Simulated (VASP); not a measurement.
# Pt in VASP: a series of runs

The runs below take Pt through single point, with PBE.

Program: VASP 6.6.1. These are calculated values, not measurements. Logs are shortened: lines on timing, memory, paths and dates and some standing lists are left out, and cuts for length are marked.

### 1 The cell of the first run

The cell holds a slab with vacuum, 3 atoms: a = 2.808 Å, b = 2.808 Å, c = 19.971 Å, α = 90.00°, β = 90.00°, γ = 90.00°.

### 2 Single point, PBE

Contents of INCAR:

```
PREC = Accurate
ENCUT = 520
EDIFF = 1E-7
ISMEAR = -1
SIGMA = 0.08
LREAL = F
LASPH = T
NELM = 80
ALGO = Normal
ISIF = 2
LWAVE = F
LCHARG = F
LDIPOL = T
IDIPOL = 3
DIPOL = 0.5 0.5 0.500
GGA = PE
NBANDS = 22
```

Contents of KPOINTS:

```
regular mesh
0
Gamma
  12 12 1
```

Contents of POSCAR:

```
Pt
1.0
    2.8080030018      0.0000000000      0.0000000000
    0.0000000000      2.8080030018      0.0000000000
    0.0000000000      0.0000000000     19.9711000000
Pt
3
Direct
    0.0000000000      0.0000000000      0.4005784376
    0.5000000000      0.5000000000      0.5000000000
    0.0000000000      0.0000000000      0.5994215624
```

Potentials or basis: VASP PAW PBE potentials, release 64 (Pt).

Run with:

```bash
$ cat potpaw_PBE.64/Pt/POTCAR > POTCAR
$ mpirun -np 1 vasp_std > vasp.out
```

OUTCAR:

```text
PREC = Accurate
   ENCUT = 520
   EDIFF = 1E-7
   ISMEAR = -1
   LREAL = F
   LASPH = T
   NELM = 80
   ISIF = 2
   GGA = PE

 ion  position               nearest neighbor table
   1  0.000  0.000  0.401-   2 2.81   2 2.81   2 2.81   2 2.81
   2  0.500  0.500  0.500-   1 2.81   3 2.81   1 2.81   3 2.81   1 2.81   3 2.81   1 2.81   3 2.81

   3  0.000  0.000  0.599-   2 2.81   2 2.81   2 2.81   2 2.81

  LATTYP: Found a simple tetragonal cell.
 ALAT       =     2.8080030018
 C/A-ratio  =     7.1122074966

  Lattice vectors:

 A1 = (   2.8080030018,   0.0000000000,   0.0000000000)
 A2 = (   0.0000000000,   2.8080030018,   0.0000000000)
 A3 = (   0.0000000000,   0.0000000000,  19.9711000000)

Analysis of symmetry for initial positions (statically):
=====================================================================
 Subroutine PRICEL returns:
 Original cell was already a primitive cell.

 Routine SETGRP: Setting up the symmetry group for a
 simple tetragonal supercell.

 Subroutine GETGRP returns: Found 16 space group operations
 (whereof 16 operations were pure point group operations)
 out of a pool of 16 trial point group operations.

The static configuration has the point symmetry D_4h.

Analysis of symmetry for dynamics (positions and initial velocities):
=====================================================================
 Subroutine PRICEL returns:
 Original cell was already a primitive cell.

 Routine SETGRP: Setting up the symmetry group for a
 simple tetragonal supercell.

 Subroutine GETGRP returns: Found 16 space group operations
 (whereof 16 operations were pure point group operations)
 out of a pool of 16 trial point group operations.

The dynamic configuration has the point symmetry D_4h.

 Subroutine INISYM returns: Found 16 space group operations
 (whereof 16 operations are pure point group operations),
 and found     1 'primitive' translations

----------------------------------------------------------------------------------------

                                     Primitive cell

  volume of cell :     157.4697

  direct lattice vectors                    reciprocal lattice vectors
     2.808003002  0.000000000  0.000000000     0.356124975  0.000000000  0.000000000
     0.000000000  2.808003002  0.000000000     0.000000000  0.356124975  0.000000000
     0.000000000  0.000000000 19.971100000     0.000000000  0.000000000  0.050072355

  length of vectors
[... 90 lines left out ...]
   ISIF   =      2    stress and relaxation
   ISYM   =      2    0-nonsym 1-usesym 2-fastsym
   POTIM  = 0.5000    time-step for ionic-motion
   TEBEG  =    0.0;   TEEND  =   0.0 temperature during run
   PSTRESS=    0.0 pullay stress
   NELECT =      30.0000    total number of electrons
   NUPDOWN=      -1.0000    fix difference up-down
   EMIN   =  10.00;   EMAX   =-10.00  energy-range for DOS
   EFERMI =   0.00;   METHOD = LEGACY
   ISMEAR =    -1;   SIGMA  =   0.08  broadening in eV -4-tet -1-fermi 0-gaus
   EFERMI_NEDOS =   21; number of points for ismear=-14 and -15
   IALGO  =     38    algorithm
   IMIX   =      4    mixing-type and parameters
     AMIX     =   0.40;   BMIX     =  1.00
     AMIX_MAG =   1.60;   BMIX_MAG =  1.00
  volume/ion in A,a.u.               =      52.49       354.22
  Fermi-wavevector in a.u.,A,eV,Ry     =   0.941997  1.780116 12.073245  0.887358
  Thomas-Fermi vector in A             =   2.069563
   LORBIT       =      0    0 simple, 1 ext, 2 COOP (PROOUT), +10 PAW based schemes
   GGA     = PE    functional components
   LHFCALC =     F    Hartree Fock is set to
   AEXX    =    0.0000 exact exchange contribution
   IVDW    =     0    specifies the selected vdW correction
   LEPSILON=     F    determine dielectric tensor
   LRPA    =     F    only Hartree local field effects (RPA)
 non-spin polarized calculation
  energy-cutoff  :      520.00
  volume of cell :      157.47
 maximum number of plane-waves:      4288
 NGX is ok and might be reduce to    24
   NGX = 11   NGY = 11   NGZ = 75

 dipolmoment           0.000000      0.000000      0.000000 electrons x Angstroem

 number of electron      30.0000002 magnetization

 dipolmoment           0.000000      0.000000     -0.000000 electrons x Angstroem

 Free energy of the ion-electron system (eV)
  ---------------------------------------------------
  ext. energy  EPLUGINS =         0.00000000
  ---------------------------------------------------
  free energy    TOTEN  =       -16.52614279 eV

  energy without entropy =      -16.40686088  energy(sigma->0) =      -16.46650183

 E-fermi :  -0.8884     XC(G=0):  -4.9031

 val. band max:       -0.8958523919   @ k =   0.3333   0.2500   0.0000
 cond. band min:      -0.8853876110   @ k =   0.2500   0.1667   0.0000
 fundamental gap:      0.0104647809
 Fermi energy:        -0.8884422118

 k-point     1 :       0.0000    0.0000    0.0000
  band No.  band energies     occupation
      1      -9.4405      2.00000
      2      -7.0803      2.00000
      3      -6.8424      2.00000
      4      -6.5048      2.00000
      5      -5.3416      2.00000
      6      -4.5344      2.00000
[... 589 lines left out ...]
     21       8.3085      0.00000
     22       8.4540      0.00000

 [... further k-points ...]

------------------------ aborting loop because EDIFF is reached ----------------------------------------

 vacuum level on the upper side and lower side of the slab       (xc-potential included)        -0.087        -0.087

  FORCE on cell =-STRESS in cart. coord.  units (eV):
  Direction    XX          YY          ZZ          XY          YZ          ZX
  --------------------------------------------------------------------------------------
  -------------------------------------------------------------------------------------
  Total       -4.5074292     -4.5074292     -1.7252055      0.0000000      0.0000000     -0.0000000
  in kB      -45.8608792    -45.8608792    -17.5531193      0.0000000      0.0000000     -0.0000000
  external PRESSURE =     -36.4249593 kB  Pullay stress =       0.0000000 kB

 VOLUME and BASIS-vectors are now :
 -----------------------------------------------------------------------------
  energy-cutoff  :      520.00
  volume of cell :      157.47
      direct lattice vectors                 reciprocal lattice vectors
     2.808003002  0.000000000  0.000000000     0.356124975  0.000000000  0.000000000
     0.000000000  2.808003002  0.000000000     0.000000000  0.356124975  0.000000000
     0.000000000  0.000000000 19.971100000     0.000000000  0.000000000  0.050072355

 POSITION                                       TOTAL-FORCE (eV/Angst)
 -----------------------------------------------------------------------------------
      0.00000      0.00000      7.99999        -0.000000      0.000000      0.424518
      1.40400      1.40400      9.98555         0.000000     -0.000000      0.000000
      0.00000      0.00000     11.97111         0.000000      0.000000     -0.424518
 -----------------------------------------------------------------------------------
    total drift:                                0.000000      0.000000     -0.000000

  FREE ENERGIE OF THE ION-ELECTRON SYSTEM (eV)
  ---------------------------------------------------
  free  energy   TOTEN  =       -16.5261427855 eV

  energy  without entropy=      -16.4068608836  energy(sigma->0) =      -16.46650183

 vacuum level on the upper side and lower side of the slab         4.732         4.732
```

Wall time 66 s (1 thread of Intel Xeon 6975P-C (Granite Rapids), shared host); peak memory 0.3 GiB.

What came out:

```
Free energy            : -16.5261 eV
Largest force          : 0.425 eV/Å
Band gap on the k mesh : zero (band 15 reaches 0.08 eV, above the bottom of band 16 at -1.23 eV)
```

Forces in eV/Å, atoms in the order of the input:
```
Pt   0.000  0.000  0.425
Pt   0.000  0.000  0.000
Pt   0.000  0.000 -0.425
```

Levels at points of the mesh, in eV from the Fermi level:
```
           k point  band 13  band 14  band 15  band 16  band 17  band 18
(0.00, 0.00, 0.00)    -1.06    -0.23    -0.18     0.14     0.17     0.17
(0.50, 0.00, 0.00)    -0.33    -0.29     0.03     0.90     1.83     1.87
(0.50, 0.50, 0.00)     0.52     0.96     0.96     3.78     3.78     7.29
```

Caveat: spin-orbit coupling is left out, which moves the levels of the heavy elements.

### 3 Single point, PBE

Contents of INCAR:

```
SYSTEM = Pt
ALGO = Normal ; DIPOL = 0.5 0.5 0.500
EDIFF = 1E-6 ; ENCUT = 520
GGA = PE ; IDIPOL = 3
ISIF = 2 ; ISMEAR = -1
LASPH = .TRUE. ; LCHARG = .FALSE.
LDIPOL = .TRUE. ; LREAL = .FALSE.
LWAVE = .FALSE. ; NBANDS = 22
NELM = 100 ; PREC = Accurate
SIGMA = 0.08
```

Contents of KPOINTS:

```
k-points
0
G
  12 12 1
  0 0 0
```

Contents of POSCAR:

```
Pt
1.0
    2.8080030018      0.0000000000      0.0000000000
    0.0000000000      2.8080030018      0.0000000000
    0.0000000000      0.0000000000     19.9711000000
Pt
3
Direct
    0.0000000000      0.0000000000      0.4035726013
    0.5000000000      0.5000000000      0.4999999974
    0.0000000000      0.0000000000      0.5964274013
```

Potentials or basis: VASP PAW PBE potentials, release 64 (Pt).

Run with:

```bash
$ cat potpaw_PBE.64/Pt/POTCAR > POTCAR
$ mpirun -np 1 vasp_std > vasp.out
```

Run time: 51 s. Hardware: 1 thread of Intel Xeon 6975P-C (Granite Rapids), shared host; peak memory 0.3 GiB.

Results (log left out):

- Free energy: -16.5533 eV
- Largest force: 0.016 eV/Å
- Band gap on the k mesh: zero (band 15 reaches 0.02 eV, above the bottom of band 16 at -1.24 eV)

Forces in eV/Å, atoms in the order of the input:
```
Pt   0.000  0.000  0.016
Pt   0.000  0.000  0.000
Pt   0.000  0.000 -0.016
```

Levels at points of the mesh, in eV from the Fermi level:
| k point | band 13 | band 14 | band 15 | band 16 | band 17 | band 18 |
| --- | --- | --- | --- | --- | --- | --- |
| (0.00, 0.00, 0.00) | -1.26 | -0.35 | -0.16 | 0.11 | 0.16 | 0.16 |
| (0.50, 0.00, 0.00) | -0.39 | -0.26 | 0.06 | 0.82 | 1.76 | 1.78 |
| (0.50, 0.50, 0.00) | 0.38 | 0.87 | 0.87 | 3.66 | 3.66 | 7.40 |

Caveat: spin-orbit coupling is left out, which moves the levels of the heavy elements.
